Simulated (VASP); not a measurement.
# BN in VASP: further runs

The runs below take BN through relaxation of the atoms, with PBE+D3(BJ).

Program: VASP 6.6.1. These are calculated values, not measurements. Logs are shortened: lines on timing, memory, paths and dates and some standing lists are left out, and cuts for length are marked.

## Step 1: The cell of the first run

The cell holds a slab with vacuum, 4 atoms: a = 2.509 Å, b = 2.509 Å, c = 32.600 Å, α = 90.00°, β = 90.00°, γ = 120.00°.

## Step 2: Relaxation of the atoms, PBE+D3(BJ)

Contents of INCAR:

```
ALGO = Normal
DIPOL = 0.5 0.5 0.500
EDIFF = 1E-6
EDIFFG = -0.01
ENCUT = 520
GGA = PE
IBRION = 2
IDIPOL = 3
ISIF = 2
ISMEAR = 0
IVDW = 12
LASPH = T
LCHARG = F
LDIPOL = T
LREAL = F
LWAVE = F
NELM = 60
NSW = 70
PREC = Accurate
SIGMA = 0.02
```

Contents of KPOINTS:

```
k-points
0
Gamma
  12 12 1
```

Contents of POSCAR:

```
BN
1.0
    2.5087620658      0.0000000000      0.0000000000
   -1.2543810329      2.1726516810      0.0000000000
    0.0000000000      0.0000000000     32.6000000000
B N
2 2
Selective dynamics
Direct
    0.0000000000      0.0000000000      0.4493865031  F F T
    0.3333333333      0.6666666667      0.5506134969  F F T
    0.6666666667      0.3333333333      0.4493865031  T T T
    0.0000000000      0.0000000000      0.5506134969  T T T
```

Potentials or basis: VASP PAW PBE potentials, release 64 (B, N).

Started as:

```
> cat potpaw_PBE.64/B/POTCAR potpaw_PBE.64/N/POTCAR > POTCAR
> mpirun -np 1 vasp_std > vasp.out
```

OUTCAR:

```text
EDIFF = 1E-6
   EDIFFG = -0.01
   ENCUT = 520
   GGA = PE
   IBRION = 2
   ISIF = 2
   ISMEAR = 0
   IVDW = 12
   LASPH = T
   LREAL = F
   NELM = 60
   NSW = 70
   PREC = Accurate
 IVDW          = 12

 ion  position               nearest neighbor table
   1  0.000  0.000  0.449-   3 1.45   3 1.45   3 1.45
   2  0.333  0.667  0.551-   4 1.45   4 1.45   4 1.45
   3  0.667  0.333  0.449-   1 1.45   1 1.45   1 1.45
   4  0.000  0.000  0.551-   2 1.45   2 1.45   2 1.45

  LATTYP: Found a hexagonal cell.
 ALAT       =     2.5087620658
 C/A-ratio  =    12.9944566862

  Lattice vectors:

 A1 = (   2.5087620658,   0.0000000000,   0.0000000000)
 A2 = (  -1.2543810329,   2.1726516810,   0.0000000000)
 A3 = (   0.0000000000,   0.0000000000,  32.6000000000)

Analysis of symmetry for initial positions (statically):
=====================================================================
 Subroutine PRICEL returns:
 Original cell was already a primitive cell.

 Routine SETGRP: Setting up the symmetry group for a
 hexagonal supercell.

 Subroutine GETGRP returns: Found  6 space group operations
 (whereof  6 operations were pure point group operations)
 out of a pool of 24 trial point group operations.

The static configuration has the point symmetry C_3v.

Analysis of symmetry for dynamics (positions and initial velocities):
=====================================================================
 Subroutine PRICEL returns:
 Original cell was already a primitive cell.

 Routine SETGRP: Setting up the symmetry group for a
 hexagonal supercell.

 Subroutine GETGRP returns: Found  6 space group operations
 (whereof  6 operations were pure point group operations)
 out of a pool of 24 trial point group operations.

The dynamic configuration has the point symmetry C_3v.

Analysis of constrained symmetry for selective dynamics:
=====================================================================
 Subroutine PRICEL returns:
 Original cell was already a primitive cell.

 Routine SETGRP: Setting up the symmetry group for a
 hexagonal supercell.

 Subroutine GETGRP returns: Found  6 space group operations
 (whereof  6 operations were pure point group operations)
 out of a pool of 24 trial point group operations.

The constrained configuration has the point symmetry C_3v.

 Subroutine INISYM returns: Found  6 space group operations
 (whereof  6 operations are pure point group operations),
 and found     1 'primitive' translations

[... 104 lines left out ...]
   NUPDOWN=      -1.0000    fix difference up-down
   EMIN   =  10.00;   EMAX   =-10.00  energy-range for DOS
   EFERMI =   0.00;   METHOD = LEGACY
   ISMEAR =     0;   SIGMA  =   0.02  broadening in eV -4-tet -1-fermi 0-gaus
   EFERMI_NEDOS =   21; number of points for ismear=-14 and -15
   IALGO  =     38    algorithm
   IMIX   =      4    mixing-type and parameters
     AMIX     =   0.40;   BMIX     =  1.00
     AMIX_MAG =   1.60;   BMIX_MAG =  1.00
  volume/ion in A,a.u.               =      44.42       299.78
  Fermi-wavevector in a.u.,A,eV,Ry     =   0.733769  1.386622  7.325598  0.538416
  Thomas-Fermi vector in A             =   1.826558
   LORBIT       =      0    0 simple, 1 ext, 2 COOP (PROOUT), +10 PAW based schemes
   GGA     = PE    functional components
   LHFCALC =     F    Hartree Fock is set to
   AEXX    =    0.0000 exact exchange contribution
   IVDW    =    12    specifies the selected vdW correction
   LEPSILON=     F    determine dielectric tensor
   LRPA    =     F    only Hartree local field effects (RPA)
 conjugate gradient relaxation of ions
 non-spin polarized calculation
 Gauss-broadening in eV      SIGMA  =   0.02
  energy-cutoff  :      520.00
  volume of cell :      177.69
 maximum number of plane-waves:      4825
 NGX is ok and might be reduce to    20
   NGX =  9   NGY =  9   NGZ =121

 dipolmoment           0.000000      0.000000      0.000000 electrons x Angstroem

--------------------------------------- Ionic step        1  -------------------------------------------

 number of electron      16.0000001 magnetization

 Free energy of the ion-electron system (eV)
  ---------------------------------------------------
  ext. energy  EPLUGINS =         0.00000000
  ---------------------------------------------------
  free energy    TOTEN  =       -35.17669079 eV

  energy without entropy =      -35.17669079  energy(sigma->0) =      -35.17669079

------------------------ aborting loop because EDIFF is reached ----------------------------------------

 Edisp (eV)   -0.42597

 E8    (eV) :    -0.1316
[... 75 lines left out ...]
--------------------------------------- Ionic step        3  -------------------------------------------

 number of electron      16.0000001 magnetization

 dipolmoment           0.000000      0.000000     -0.003777 electrons x Angstroem

 Free energy of the ion-electron system (eV)
  ---------------------------------------------------
  ext. energy  EPLUGINS =         0.00000000
  ---------------------------------------------------
  free energy    TOTEN  =       -35.17675485 eV

  energy without entropy =      -35.17675485  energy(sigma->0) =      -35.17675485

 E-fermi :  -4.0024     XC(G=0):  -2.3448

 val. band max:       -4.1411365660   @ k =   0.3333   0.3333   0.0000
 cond. band min:       0.3273735947   @ k =   0.5000   0.0000   0.0000
 fundamental gap:      4.4685101607
 Fermi energy:        -4.0023949581

 k-point     1 :       0.0000    0.0000    0.0000
  band No.  band energies     occupation
      1     -21.9228      2.00000
      2     -21.7297      2.00000
      3      -9.9374      2.00000
      4      -8.8587      2.00000
      5      -5.5914      2.00000
      6      -5.5914      2.00000
      7      -5.4706      2.00000
      8      -5.4706      2.00000
      9       0.6313      0.00000
     10       1.1307      0.00000
     11       1.6202      0.00000
     12       1.8731      0.00000
[... 258 lines left out ...]
      1     -18.2378      2.00000
      2     -18.1170      2.00000
      3     -12.1245      2.00000
      4     -12.0151      2.00000
      5     -11.4003      2.00000
      6     -11.2892      2.00000
      7      -4.2786      2.00000
      8      -4.1411      2.00000
      9       0.3772      0.00000
     10       0.5627      0.00000
     11       7.9524      0.00000
     12       8.1498      0.00000

------------------------ aborting loop because EDIFF is reached ----------------------------------------

 vacuum level on the upper side and lower side of the slab       (xc-potential included)        -0.070         0.053

 Edisp (eV)   -0.42594

 E8    (eV) :    -0.1316

  FORCE on cell =-STRESS in cart. coord.  units (eV):
  Direction    XX          YY          ZZ          XY          YZ          ZX
  --------------------------------------------------------------------------------------
  -------------------------------------------------------------------------------------
  Total      -0.07593    -0.07593     0.00459     0.00000     0.00000    -0.00000
  in kB      -0.68464    -0.68464     0.04135     0.00000     0.00000    -0.00000
  external pressure =       -0.44 kB  Pullay stress =        0.00 kB
[... 19 lines left out ...]
  FREE ENERGIE OF THE ION-ELECTRON SYSTEM (eV)
  ---------------------------------------------------
  free  energy   TOTEN  =       -35.6026937319 eV

  energy  without entropy=      -35.6026937319  energy(sigma->0) =      -35.60269373

 reached required accuracy - stopping structural energy minimisation

 vacuum level on the upper side and lower side of the slab         1.580         1.706
```

CONTCAR:

```text
BN
   1.00000000000000
     2.5087620658000001    0.0000000000000000    0.0000000000000000
    -1.2543810329000000    2.1726516810000001    0.0000000000000000
     0.0000000000000000    0.0000000000000000   32.6000000000000014
  B               N
     2     2
Selective dynamics
Direct
     0.0000000000000000    0.0000000000000000    0.4494082916688186   F   F   T
     0.3333333332999970    0.6666666667000030    0.5506044461641587   F   F   T
     0.6666666667000030    0.3333333332999970    0.4493492731853385   T   T   T
     0.0000000000000000    0.0000000000000000    0.5506379889816844   T   T   T

  0.00000000E+00  0.00000000E+00  0.00000000E+00
  0.00000000E+00  0.00000000E+00  0.00000000E+00
  0.00000000E+00  0.00000000E+00  0.00000000E+00
  0.00000000E+00  0.00000000E+00  0.00000000E+00
```

Wall time 97 s (1 thread of AMD EPYC 9755, shared host); peak memory 0.28 GiB.

What came out:

```yaml
Free_energy: -35.6027 eV
Energy_gained_by_relaxing: 0.0 meV/atom
Ionic_steps: 3
Band_gap_on_the_k_mesh: 4.47 eV (least direct gap 4.52 eV)
Dispersion_energy_per_atom: -0.106 eV
```

Final structure:
```
B N
1.0
     2.50876    0.00000    0.00000
    -1.25438    2.17265    0.00000
     0.00000    0.00000   32.60000
B N
2 2
Direct
  0.00000 0.00000 0.44941
  0.33333 0.66667 0.55060
  0.66667 0.33333 0.44935
  0.00000 0.00000 0.55064
```

Levels at points of the mesh, in eV from the valence-band top:
```tsv
k point	band 4	band 5	band 6	band 7	band 8	band 9	band 10	band 11	band 12
(0.00, 0.00, 0.00)	-4.72	-1.45	-1.45	-1.33	-1.33	4.77	5.27	5.76	6.01
(0.50, 0.00, 0.00)	-8.85	-4.23	-4.11	-1.14	-0.80	4.47	5.05	9.63	9.73
```

## Step 3: Relaxation of the atoms, PBE+D3(BJ)

Contents of INCAR:

```
SYSTEM = BN
  PREC = Accurate
  ENCUT = 520
  EDIFF = 1E-7
  ISMEAR = 0
  SIGMA = 0.02
  LREAL = .FALSE.
  LASPH = .TRUE.
  NELM = 60
  ALGO = Normal
  ISIF = 2
  LWAVE = .FALSE.
  LCHARG = .FALSE.
  LDIPOL = .TRUE.
  IDIPOL = 3
  DIPOL = 0.5 0.5 0.500
  GGA = PE
  IVDW = 12
  IBRION = 2
  NSW = 70
  EDIFFG = -0.01
```

Contents of KPOINTS:

```
regular mesh
0
G
  12 12 1
  0 0 0
```

Contents of POSCAR:

```
BN
1.0
    2.5087620658      0.0000000000      0.0000000000
   -1.2543810329      2.1726516810      0.0000000000
    0.0000000000      0.0000000000     32.6000000000
B N
2 2
Selective dynamics
Direct
    0.0000000000      0.0000000000      0.4493865031  F F T
    0.6666666667      0.3333333333      0.5506134969  F F T
    0.6666666667      0.3333333333      0.4493865031  T T T
    0.3333333333      0.6666666667      0.5506134969  T T T
```

Potentials or basis: VASP PAW PBE potentials, release 64 (B, N).

Started as:

```
> cat potpaw_PBE.64/B/POTCAR potpaw_PBE.64/N/POTCAR > POTCAR
> mpirun -np 1 vasp_std > vasp.out
```

Run time: 2.5 min. Hardware: 1 thread of AMD EPYC 9755, shared host; peak memory 0.29 GiB.

Results (log left out):

```
Free energy                : -35.6027 eV
Energy gained by relaxing  : 0.0 meV/atom
Ionic steps                : 3
Band gap on the k mesh     : 4.47 eV (least direct gap 4.52 eV)
Dispersion energy per atom : -0.106 eV
```

Final structure:
```
CELL_PARAMETERS angstrom
2.50876 0.00000 0.00000
-1.25438 2.17265 0.00000
0.00000 0.00000 32.60000
ATOMIC_POSITIONS crystal
B 0.00000 0.00000 0.44940
B 0.66667 0.33333 0.55059
N 0.66667 0.33333 0.44936
N 0.33333 0.66667 0.55065
```

Levels at points of the mesh, in eV from the valence-band top:
```
           k point  band 4  band 5  band 6  band 7  band 8  band 9  band 10  band 11  band 12
(0.00, 0.00, 0.00)   -4.72   -1.45   -1.45   -1.33   -1.33    4.76     5.25     5.81     6.10
(0.50, 0.00, 0.00)   -8.85   -4.23   -4.11   -1.14   -0.80    4.47     5.05     9.63     9.73
```
